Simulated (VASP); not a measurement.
Input of a VASP 6.6.1 run:

File INCAR:

```
SYSTEM = NaI
  ALGO = Normal
  EDIFF = 1E-6
  EDIFFG = -0.005
  ENCUT = 600
  GGA = PS
  IBRION = 2
  ISIF = 3
  ISMEAR = -1
  LASPH = .True.
  LCHARG = .False.
  LREAL = .False.
  LWAVE = .False.
  NELM = 80
  NSW = 80
  PREC = Accurate
  SIGMA = 0.02
```

Contents of KPOINTS:

```
k-points
0
Gamma
  6 6 6
  0 0 0
```

The input POSCAR:

```
NaI
1.0
    0.0000000000      3.2640967911      3.2640967911
    3.2640967911      0.0000000000      3.2640967911
    3.2640967911      3.2640967911      0.0000000000
Na I
1 1
Direct
    0.0000000000      0.0000000000      0.0000000000
    0.5000000000      0.5000000000      0.5000000000
```

Potentials or basis: VASP PAW PBE potentials, release 64 (Na_pv, I).

Launch:

```console
$ cat potpaw_PBE.64/Na_pv/POTCAR potpaw_PBE.64/I/POTCAR > POTCAR
$ mpirun -np 1 vasp_std > vasp.out
```

(1) Estimate the band gap on the k mesh.

(2) What does it give for the space group after relaxing (to 0.1 Å)?

(3) Estimate the relaxed volume.

(4) Predict the relaxed cell.

Results:

(1) 3.58 eV.

(2) Fm-3m (No. 225).

(3) 32.94 Å³/atom.

(4) a = 4.533 Å, b = 4.533 Å, c = 4.533 Å, α = 60.00°, β = 60.00°, γ = 60.00°.

Caveat: the PAW data sets were made with another functional, which shifts forces and pressure a little; spin-orbit coupling is left out, which moves the levels of the heavy elements.
